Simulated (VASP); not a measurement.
A run of VASP 6.6.1:

The input INCAR:

```
ALGO = Normal ; EDIFF = 1E-7
ENCUT = 520 ; GGA = PS
ISIF = 2 ; ISMEAR = -1
LASPH = True ; LCHARG = False
LREAL = False ; LWAVE = False
NBANDS = 13 ; NELM = 80
PREC = Accurate ; SIGMA = 0.1
```

The input KPOINTS:

```
k-points
0
Gamma
  11 11 11
```

The input POSCAR:

```
Pb
1.0
    3.2634244635      0.0000000000      0.0000000000
    0.0000000000      3.2634244635      0.0000000000
    0.0000000000      0.0000000000      3.2634244635
Pb
1
Direct
    0.0000000000      0.0000000000      0.0000000000
```

Potentials or basis: VASP PAW PBE potentials, release 64 (Pb_d).

The run is started by

```console
$ cat potpaw_PBE.64/Pb_d/POTCAR > POTCAR
$ mpirun -np 1 vasp_std > vasp.out
```

Hardware: 1 thread of Intel(R) Xeon(R) 6975P-C (Granite Rapids) (shared host).

Q: Estimate the wall time of this run.

A: It took 4.9 s on 1 thread of Intel(R) Xeon(R) 6975P-C (Granite Rapids) (shared host), peak memory 0.14 GiB. Counts: scf iterations 11, k points 56.
